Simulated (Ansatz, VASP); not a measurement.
**PbO in VASP and in Ansatz**

Contents of POSCAR:

```
PbO
1.0
    3.5664584730      0.0000000000      0.0000000000
   -1.7832292365      3.0886436392      0.0000000000
    0.0000000000      0.0000000000      6.4701096420
Pb O
2 2
Direct
    0.0000000000      0.0000000000      0.0000000000
    0.0000000000      0.0000000000      0.5000000000
    0.3333333333      0.6666666667      0.2500000000
    0.6666666667      0.3333333333      0.7500000000
```

File INCAR.step1:

```
SYSTEM = PbO
ALGO = Normal ; EDIFF = 1E-4
ENCUT = 520 ; GGA = PE
ISMEAR = -1 ; LASPH = .TRUE.
LCHARG = .FALSE. ; LREAL = .FALSE.
LWAVE = .TRUE. ; NBANDS = 28
NELM = 100 ; PREC = Accurate
SIGMA = 0.02
```

INCAR.step2

```
SYSTEM = PbO
ALGO = Normal ; EDIFF = 1E-6
ENCUT = 520 ; ISIF = 2
ISMEAR = -1 ; ISTART = 1
LASPH = .TRUE. ; LCHARG = .FALSE.
LMIXTAU = .TRUE. ; LREAL = .FALSE.
LWAVE = .FALSE. ; METAGGA = R2SCAN
NBANDS = 28 ; NELM = 100
PREC = Accurate ; SIGMA = 0.02
```

Contents of KPOINTS:

```
k-points
0
G
  9 9 4
  0 0 0
```

Input for Ansatz:

```yaml
crystal:
  lattice:
    - [3.566458473, 0.0, 0.0]
    - [-1.7832292365, 3.0886436392, 0.0]
    - [0.0, 0.0, 6.470109642]
  atoms:
    - { symbol: Pb, position: [0.0, 0.0, 0.0] }
    - { symbol: Pb, position: [0.0, 0.0, 0.5] }
    - { symbol: O, position: [0.3333333333, 0.6666666667, 0.25] }
    - { symbol: O, position: [0.6666666667, 0.3333333333, 0.75] }
kpoints:
  mp_grid: { grid: [9, 9, 4] }
hamiltonian:
  xc: r2scan
scf:
  occupations: { method: fermi_dirac, width: 0.02 }
  n_extra_bands: 5
output:
  forces: true
  stress: true
  eigenvalues: true
```

Alike in both runs: task single point; functional r2SCAN; k mesh 9 × 9 × 4; occupations fermi-dirac, width 0.02 eV; no spin polarisation.

```csv
,VASP,Ansatz
version,VASP 6.6.1,Ansatz 0.2.0
potentials or method,"VASP PAW PBE potentials, release 64 (Pb_d, O)","plane waves, PAW"
plane-wave cutoff (eV),520,500
valence electrons in the cell,40,40
```

```csv
,VASP,Ansatz,Ansatz less VASP
pressure (GPa),0.2,0.1,-0.15
"traceless stress, the component that is largest in VASP (GPa)",-0.05,-0.09,-0.035
```

VASP's potentials were made for PBE, not for r2SCAN.

Neither program's run includes spin-orbit coupling.
